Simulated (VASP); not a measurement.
Runs of VASP 6.6.1 on MgO2. The structure is that of space group Pa-3 (No. 205), or close to it. The cells are those of the table. 

| cell | gap on the mesh (eV) | pressure (GPa) | largest force (eV/Å) |
| --- | --- | --- | --- |
| a = 4.785 Å, 12 atoms | 4.79 | (a) | 0.28 |
| a = 4.735 Å, 12 atoms | 4.91 | 9.9 | 0.29 |
| a = 4.882 Å, 12 atoms | 4.57 | -4.3 | 0.27 |
| a = 4.834 Å, 12 atoms | (c) | (b) | 0.27 |

Alike in all rows: task single point; level r2SCAN; potentials or basis VASP PAW PBE potentials, release 64 (Mg, O); no spin polarisation; k mesh 6 × 6 × 6; cutoff (eV) 520; smearing gaussian 0.02 eV.

Task: Fill in the values left out.

Result: (a) 4.4; (b) -0.3; (c) 4.68.

Caveats: the PAW data sets were made with another functional, which shifts forces and pressure a little; the cell stands under pressure (at least some runs); the cell stands under tension (at least some runs).

A k mesh can miss the band edges.
